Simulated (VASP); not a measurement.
## AlN: relaxation of cell and atoms with PBEsol

The system is AlN.

```
CELL_PARAMETERS angstrom
3.11384 0.00000 0.00000
-1.55692 2.69666 0.00000
0.00000 0.00000 4.98285
ATOMIC_POSITIONS crystal
Al 0.33333 0.66667 0.99899
Al 0.66667 0.33333 0.49899
N 0.33333 0.66667 0.38101
N 0.66667 0.33333 0.88101
```

```
Program                : VASP 6.6.1
Task                   : relaxation of cell and atoms
Functional             : PBEsol
Potentials or basis    : VASP PAW PBE potentials, release 64 (Al, N)
Cutoff                 : 600 eV
k mesh                 : 8 × 8 × 6
Occupations            : gaussian, width 0.01 eV
Spin                   : no spin polarisation
Target pressure        : 1 GPa
Dipole correction      : no
Further INCAR settings : ALGO = Normal; EDIFF = 1e-07; IBRION = 2; EDIFFG = -0.002; NSW = 100; ISIF = 3
```

```
Relaxed volume                                             : 10.40 Å³/atom
Relaxed cell                                               : a = 3.108 Å, b = 3.108 Å, c = 4.973 Å, α = 90.00°, β = 90.00°, γ = 120.00°
Space group after relaxing (to 0.1 Å)                      : P6_3mc (No. 186)
Energy change on relaxing (the run minimises the enthalpy) : +0.2 meV/atom
Ionic steps                                                : 7
Pressure after relaxing                                    : 1.0 GPa
Band gap on the k mesh                                     : 4.16 eV
```

The path:
```tsv
step	energy change (eV)	largest force (eV/Å)	pressure (GPa)	volume (Å³)
1	0.0000	0.0003	-0.13	41.84
2	0.0027	0.0028	2.07	41.40
3	0.0006	0.0017	1.00	41.61
4	0.0006	0.0017	0.98	41.61
5	0.0006	0.0021	0.98	41.61
6	0.0006	0.0024	0.98	41.61
7	0.0006	0.0014	1.02	41.60
```

Final structure:
```
Al N
1.0
     3.10822    0.00000    0.00000
    -1.55411    2.69180    0.00000
     0.00000    0.00000    4.97266
Al N
2 2
Cartesian
  0.0000 1.7945 4.9674
  1.5541 0.8973 2.4810
  0.0000 1.7945 1.8949
  1.5541 0.8973 4.3812
```

Levels at points of the mesh, in eV from the valence-band top:
| k point | band 4 | band 5 | band 6 | band 7 | band 8 | band 9 | band 10 | band 11 | band 12 |
| --- | --- | --- | --- | --- | --- | --- | --- | --- | --- |
| (0.00, 0.00, 0.00) | -0.89 | -0.89 | -0.23 | -0.23 | 0.00 | 4.16 | 6.59 | 10.54 | 11.05 |
| (0.50, 0.00, 0.00) | -4.22 | -3.39 | -2.13 | -1.82 | -0.71 | 5.68 | 5.69 | 8.11 | 10.19 |
| (0.00, 0.00, 0.50) | -3.37 | -0.57 | -0.57 | -0.57 | -0.57 | 6.41 | 6.41 | 10.24 | 10.24 |
| (0.50, 0.00, 0.50) | -5.68 | -1.50 | -1.50 | -1.39 | -1.39 | 5.19 | 5.19 | 9.15 | 9.15 |

It took 59 s on 1 thread of Intel(R) Xeon(R) Platinum 8488C (Sapphire Rapids) (shared host), peak memory 0.18 GiB.

Caveat: the cell is relaxed towards a set pressure, so the run minimises the enthalpy, not the energy; the PAW data sets were made with another functional, which shifts forces and pressure a little. A k mesh can miss the band edges.
